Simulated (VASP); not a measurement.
# Ga2O3 (C2/m) in VASP: single point with PBE

Aim: the single point of Ga2O3 with PBE.

All numbers are computed with VASP 6.6.1; they aren't measurements. Logs are shortened: lines on timing, memory, paths and dates and some standing lists are left out, and cuts for length are marked.

**1. The cell of the first run**

The structure is monoclinic, space group C2/m (No. 12). The conventional cell has a = 12.455 Å, b = 3.084 Å, c = 5.878 Å, α = 90.00°, β = 103.70°, γ = 90.00°. Within 2.5 Å of Ga (site symmetry m) lie 4 O at 1.86 to 1.90 Å. Ga (site symmetry m) has 6 O at 1.97 to 2.11 Å within 2.6 Å. Within 2.5 Å of O (site symmetry m) lie 3 Ga at 1.86 to 1.97 Å. O (site symmetry m) has 4 Ga at 1.90 to 2.11 Å within 2.5 Å. Within 2.5 Å of O (site symmetry m) lie 3 Ga at 1.86 to 1.97 Å.

**2. Single point, PBE**

Contents of INCAR:

```
ALGO     = Normal         # electronic algorithm
EDIFF    = 1E-6           # SCF threshold, eV
ENCUT    = 520            # plane-wave cutoff, eV
GGA      = PE             # functional
ISIF     = 2              # what is computed and relaxed
ISMEAR   = 0              # smearing method
LASPH    = T              # aspherical terms in the spheres
LCHARG   = T              # write CHGCAR
LELF     = T              # ELF
LREAL    = F              # projectors in reciprocal space
LVHAR    = T            
LWAVE    = F              # write WAVECAR
NBANDS   = 55             # bands
NELM     = 100            # most SCF steps
PREC     = Accurate       # precision mode
SIGMA    = 0.02           # smearing width, eV
```

Contents of KPOINTS:

```
k-points
0
Gamma
  10 10 6
```

Contents of POSCAR:

```
Ga2O3
1.0
    6.2274305693     -1.5417565237      0.0114918232
    6.2274305693      1.5417565237      0.0114918232
   -1.4027229113      0.0000000000      5.7076943312
Ga O
4 6
Direct
    0.0899134345      0.0899134345      0.7947233192
    0.9100865655      0.9100865655      0.2052766808
    0.6585007293      0.6585007293      0.3141978920
    0.3414992707      0.3414992707      0.6858021080
    0.1634883771      0.1634883771      0.1092060612
    0.8365116229      0.8365116229      0.8907939388
    0.1737013133      0.1737013133      0.5643594340
    0.8262986867      0.8262986867      0.4356405660
    0.4960195693      0.4960195693      0.2566813631
    0.5039804307      0.5039804307      0.7433186369
```

Potentials or basis: VASP PAW PBE potentials, release 64 (Ga_d, O).

Launch:

```bash
> cat potpaw_PBE.64/Ga_d/POTCAR potpaw_PBE.64/O/POTCAR > POTCAR
> mpirun -np 1 vasp_std > vasp.out
```

OUTCAR:

```text
EDIFF = 1E-6
   ENCUT = 520
   GGA = PE
   ISIF = 2
   ISMEAR = 0
   LASPH = T
   LREAL = F
   NELM = 100
   PREC = Accurate

 ion  position               nearest neighbor table
   1  0.090  0.090  0.795-   5 1.86  10 1.86  10 1.86   7 1.90
   2  0.910  0.910  0.205-   6 1.86   9 1.86   9 1.86   8 1.90
   3  0.659  0.659  0.314-   5 1.97   5 1.97   9 1.97   8 2.04   7 2.11   7 2.11
   4  0.341  0.341  0.686-   6 1.97   6 1.97  10 1.97   7 2.04   8 2.11   8 2.11
   5  0.163  0.163  0.109-   1 1.86   3 1.97   3 1.97
   6  0.837  0.837  0.891-   2 1.86   4 1.97   4 1.97
   7  0.174  0.174  0.564-   1 1.90   4 2.04   3 2.11   3 2.11
   8  0.826  0.826  0.436-   2 1.90   3 2.04   4 2.11   4 2.11
   9  0.496  0.496  0.257-   2 1.86   2 1.86   3 1.97
  10  0.504  0.504  0.743-   1 1.86   1 1.86   4 1.97

  LATTYP: Found a base centered monoclinic cell.
 ALAT       =    12.4548823451
 B/A-ratio  =     0.2475746428
 C/A-ratio  =     0.4719060250
 COS(beta)  =    -0.2368659733

  Lattice vectors:

 A1 = (   6.2274305693,  -1.5417565237,   0.0114918232)
 A2 = (   6.2274305693,   1.5417565237,   0.0114918232)
 A3 = (  -1.4027229113,   0.0000000000,   5.7076943312)

Analysis of symmetry for initial positions (statically):
=====================================================================
 Subroutine PRICEL returns:
 Original cell was already a primitive cell.

 Routine SETGRP: Setting up the symmetry group for a
 base centered monoclinic supercell.

 Subroutine GETGRP returns: Found  4 space group operations
 (whereof  4 operations were pure point group operations)
 out of a pool of  4 trial point group operations.

The static configuration has the point symmetry C_2h.

Analysis of symmetry for dynamics (positions and initial velocities):
=====================================================================
 Subroutine PRICEL returns:
 Original cell was already a primitive cell.

 Routine SETGRP: Setting up the symmetry group for a
 base centered monoclinic supercell.

 Subroutine GETGRP returns: Found  4 space group operations
 (whereof  4 operations were pure point group operations)
 out of a pool of  4 trial point group operations.

The dynamic configuration has the point symmetry C_2h.

 Subroutine INISYM returns: Found  4 space group operations
 (whereof  4 operations are pure point group operations),
 and found     1 'primitive' translations

----------------------------------------------------------------------------------------

                                     Primitive cell

  volume of cell :     109.6509

  direct lattice vectors                    reciprocal lattice vectors
     6.227430569 -1.541756524  0.011491823     0.080253540 -0.324305422  0.019723109
     6.227430569  1.541756524  0.011491823     0.080253540  0.324305422  0.019723109
    -1.402722911  0.000000000  5.707694331    -0.000323164  0.000000000  0.175122674

  length of vectors
     6.415452964  6.415452964  5.877534019     0.334669446  0.334669446  0.175122972

  position of ions in fractional coordinates (direct lattice)
     0.089913434  0.089913434  0.794723319
     0.910086566  0.910086566  0.205276681
     0.658500729  0.658500729  0.314197892
     0.341499271  0.341499271  0.685802108
     0.163488377  0.163488377  0.109206061
     0.836511623  0.836511623  0.890793939
     0.173701313  0.173701313  0.564359434
     0.826298687  0.826298687  0.435640566
     0.496019569  0.496019569  0.256681363
     0.503980431  0.503980431  0.743318637

  ion indices of the primitive-cell ions
   primitive index   ion index
                 1           1
                 2           2
                 3           3
                 4           4
                 5           5
                 6           6
                 7           7
                 8           8
                 9           9
                10          10

----------------------------------------------------------------------------------------

 KPOINTS: k-points

Automatic generation of k-mesh.
 Grid dimensions read from file:
 generate k-points for:   10   10    6

 Generating k-lattice:

  Cartesian coordinates                     Fractional coordinates (reciprocal lattice)
     0.008025354 -0.032430542  0.001972311     0.100000000 -0.000000000  0.000000000
     0.008025354  0.032430542  0.001972311    -0.000000000  0.100000000  0.000000000
    -0.000053861  0.000000000  0.029187112    -0.000000000 -0.000000000  0.166666667

  Length of vectors
     0.033466945  0.033466945  0.029187162

  Shift w.r.t. Gamma in fractional coordinates (k-lattice)
     0.000000000  0.000000000  0.000000000

 Subroutine IBZKPT returns following result:
 ===========================================

 Found    172 irreducible k-points:

 Following reciprocal coordinates:
            Coordinates               Weight
  0.000000  0.000000  0.000000      1.000000
  0.100000  0.000000 -0.000000      4.000000
  0.200000  0.000000 -0.000000      4.000000
  0.300000 -0.000000  0.000000      4.000000
  0.400000  0.000000  0.000000      4.000000
  0.500000 -0.000000  0.000000      2.000000
[... 16 lines left out ...]
  0.300000  0.300000  0.000000      2.000000
  0.400000  0.300000 -0.000000      4.000000
 [... further k-points ...]
   k-points           NKPTS =    172   k-points in BZ     NKDIM =    172   number of bands    NBANDS=     55
   number of dos      NEDOS =    301   number of ions     NIONS =     10
   total plane-waves  NPLWV = 110592
   dimension x,y,z NGX =    48 NGY =   48 NGZ =   48
   dimension x,y,z NGXF=    96 NGYF=   96 NGZF=   96
   ions per type =               4   6
   NGX,Y,Z   is equivalent  to a cutoff of  12.44, 12.44, 13.58 a.u.
   NGXF,Y,Z  is equivalent  to a cutoff of  24.88, 24.88, 27.15 a.u.
 SYSTEM =  unknown system
   PREC   = accura    normal or accurate (medium, high low for compatibility)
   ISTART =      0    job   : 0-new  1-cont  2-samecut
   ICHARG =      2    charge: 1-file 2-atom 10-const
   ISPIN  =      1    spin polarized calculation?
   LNONCOLLINEAR =      F non collinear calculations
   LSORBIT =      F    spin-orbit coupling
   LASPH  =      T    aspherical Exc in radial PAW
   ENCUT  =  520.0 eV  38.22 Ry    6.18 a.u.  11.93 11.93 10.93*2*pi/ulx,y,z
   NELM   =    100;   NELMIN=  2; NELMDL= -5     # of ELM steps
   EDIFF  = 0.1E-05   stopping-criterion for ELM
   LREAL  =      F    real-space projection
   EDIFFG = 0.1E-04   stopping-criterion for IOM
   NSW    =      0    number of steps for IOM
   IBRION =     -1    ionic relax: 0-MD 1-quasi-New 2-CG
   NFREE  =      0    steps in history (QN), initial steepest desc. (CG)
   ISIF   =      2    stress and relaxation
   ISYM   =      2    0-nonsym 1-usesym 2-fastsym
   POTIM  = 0.5000    time-step for ionic-motion
   TEBEG  =    0.0;   TEEND  =   0.0 temperature during run
   PSTRESS=    0.0 pullay stress
   NELECT =      88.0000    total number of electrons
   NUPDOWN=      -1.0000    fix difference up-down
   EMIN   =  10.00;   EMAX   =-10.00  energy-range for DOS
   EFERMI =   0.00;   METHOD = LEGACY
   ISMEAR =     0;   SIGMA  =   0.02  broadening in eV -4-tet -1-fermi 0-gaus
   EFERMI_NEDOS =   21; number of points for ismear=-14 and -15
   IALGO  =     38    algorithm
   IMIX   =      4    mixing-type and parameters
     AMIX     =   0.40;   BMIX     =  1.00
     AMIX_MAG =   1.60;   BMIX_MAG =  1.00
  volume/ion in A,a.u.               =      10.97        74.00
  Fermi-wavevector in a.u.,A,eV,Ry     =   1.521359  2.874951 31.491123  2.314532
  Thomas-Fermi vector in A             =   2.630085
   LORBIT       =      0    0 simple, 1 ext, 2 COOP (PROOUT), +10 PAW based schemes
   GGA     = PE    functional components
   LHFCALC =     F    Hartree Fock is set to
   AEXX    =    0.0000 exact exchange contribution
   IVDW    =     0    specifies the selected vdW correction
   LEPSILON=     F    determine dielectric tensor
   LRPA    =     F    only Hartree local field effects (RPA)
 non-spin polarized calculation
 Gauss-broadening in eV      SIGMA  =   0.02
  energy-cutoff  :      520.00
  volume of cell :      109.65
 maximum number of plane-waves:      2970
   NGX = 23   NGY = 23   NGZ = 21

 number of electron      87.9999987 magnetization

 Free energy of the ion-electron system (eV)
  ---------------------------------------------------
  ext. energy  EPLUGINS =         0.00000000
  ---------------------------------------------------
  free energy    TOTEN  =       -59.67825430 eV

  energy without entropy =      -59.67825430  energy(sigma->0) =      -59.67825430

 E-fermi :   3.5485     XC(G=0): -11.3733

 val. band max:        3.4389858847   @ k =   0.5000   0.4000   0.5000
 cond. band min:       5.4329958776   @ k =   0.0000   0.0000   0.0000
 fundamental gap:      1.9940099929
 Fermi energy:         3.5484680604

 k-point     1 :       0.0000    0.0000    0.0000
  band No.  band energies     occupation
      1     -15.1869      2.00000
      2     -14.1293      2.00000
      3     -14.0994      2.00000
      4     -13.9956      2.00000
      5     -13.5531      2.00000
      6     -13.5463      2.00000
[... 47 lines left out ...]
     54      15.4490      0.00000
     55      15.6417      0.00000

 k-point     2 :       0.1000    0.0000   -0.0000
  band No.  band energies     occupation
      1     -15.1145      2.00000
      2     -14.1071      2.00000
      3     -14.0979      2.00000
      4     -13.9426      2.00000
      5     -13.5563      2.00000
      6     -13.5472      2.00000
[... 47 lines left out ...]
     54      14.7964      0.00000
     55      15.0950      0.00000
[... 1216 lines left out ...]
     54      15.2999      0.00000
     55      15.5013      0.00000

 k-point    24 :       0.4000    0.3000   -0.0000
  band No.  band energies     occupation
      1     -14.9266      2.00000
      2     -14.5091      2.00000
      3     -14.0851      2.00000
      4     -13.7584      2.00000
      5     -13.5638      2.00000
      6     -13.5491      2.00000
[... 47 lines left out ...]
     54      14.4720      0.00000
     55      15.7007      0.00000

 [... further k-points ...]

------------------------ aborting loop because EDIFF is reached ----------------------------------------

  FORCE on cell =-STRESS in cart. coord.  units (eV):
  Direction    XX          YY          ZZ          XY          YZ          ZX
  --------------------------------------------------------------------------------------
  -------------------------------------------------------------------------------------
  Total        0.3527817      0.4472255      0.3581697      0.0000000      0.0000000      0.0194851
  in kB        5.1547115      6.5346871      5.2334391      0.0000000      0.0000000      0.2847084
  external PRESSURE =       5.6409459 kB  Pullay stress =       0.0000000 kB

 VOLUME and BASIS-vectors are now :
 -----------------------------------------------------------------------------
  energy-cutoff  :      520.00
  volume of cell :      109.65
      direct lattice vectors                 reciprocal lattice vectors
     6.227430569 -1.541756524  0.011491823     0.080253540 -0.324305422  0.019723109
     6.227430569  1.541756524  0.011491823     0.080253540  0.324305422  0.019723109
    -1.402722911  0.000000000  5.707694331    -0.000323164  0.000000000  0.175122674

 POSITION                                       TOTAL-FORCE (eV/Angst)
 -----------------------------------------------------------------------------------
      0.00508      0.00000      4.53810         0.002171      0.000000      0.007012
     11.04706      0.00000      1.19257        -0.002171      0.000000     -0.007012
      7.76080      0.00000      1.80848        -0.010492      0.000000     -0.005046
      3.29134      0.00000      3.92220         0.010492      0.000000      0.005046
      1.88304      0.00000      0.62707         0.020697      0.000000     -0.015288
      9.16910      0.00000      5.10361        -0.020697      0.000000      0.015288
      1.37179      0.00000      3.22518        -0.009264      0.000000     -0.002856
      9.68035      0.00000      2.50549         0.009264      0.000000      0.002856
      5.81780      0.00000      1.47646         0.004264      0.000000      0.007092
      5.23434      0.00000      4.25422        -0.004264      0.000000     -0.007092
 -----------------------------------------------------------------------------------
    total drift:                                0.000000     -0.000000     -0.000000

  FREE ENERGIE OF THE ION-ELECTRON SYSTEM (eV)
  ---------------------------------------------------
  free  energy   TOTEN  =       -59.6782543045 eV

  energy  without entropy=      -59.6782543045  energy(sigma->0) =      -59.67825430
```

It took 28 min on 1 thread of Oxide Virtual Turin-like, shared host; peak memory 0.81 GiB.

Results:

| Item | Value |
| --- | --- |
| Free energy | -59.6783 eV |
| Pressure | 0.6 GPa |
| Largest force | 0.026 eV/Å |
| Band gap on the k mesh | 1.99 eV (least direct gap 2.02 eV) |

Forces on the atoms (eV/Å):
```
Ga   0.002  0.000  0.007
Ga  -0.002  0.000 -0.007
Ga  -0.010  0.000 -0.005
Ga   0.010  0.000  0.005
O    0.021  0.000 -0.015
O   -0.021  0.000  0.015
O   -0.009  0.000 -0.003
O    0.009  0.000  0.003
O    0.004  0.000  0.007
O   -0.004  0.000 -0.007
```

Stress tensor (GPa, compression positive):
```
0.52 0.00 0.03
0.00 0.65 0.00
0.03 0.00 0.52
```
